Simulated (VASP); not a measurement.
Input of a VASP 6.6.1 run:

The input INCAR:

```
PREC = Accurate
ENCUT = 520
EDIFF = 1E-7
ISMEAR = 0
SIGMA = 0.15
LREAL = False
LASPH = True
NELM = 60
ALGO = Fast
ISIF = 2
LWAVE = False
LCHARG = True
GGA = PS
LELF = True
LVHAR = True
NBANDS = 14
```

The input KPOINTS:

```
Automatic mesh
0
Gamma
  16 16 16
```

The input POSCAR:

```
TiAl
1.0
    3.4018792003      0.0000000000      0.0000000000
    0.0000000000      3.4018792003      0.0000000000
    0.0000000000      0.0000000000      2.8259410517
Ti Al
1 1
Direct
    0.0000000000      0.0000000000      0.0000000000
    0.5000000000      0.5000000000      0.5000000000
```

Potentials or basis: VASP PAW PBE potentials, release 64 (Ti_sv, Al).

The run is started by

```sh
$ cat potpaw_PBE.64/Ti_sv/POTCAR potpaw_PBE.64/Al/POTCAR > POTCAR
$ mpirun -np 1 vasp_std > vasp.out
```

Problem. Estimate the pressure.

Solution. -3.1 GPa.

Stress tensor (GPa, compression positive):
```
-3.60  0.00  0.00
 0.00 -3.60  0.00
 0.00  0.00 -2.18
```

Caveat: the PAW data sets were made with another functional, which shifts forces and pressure a little.
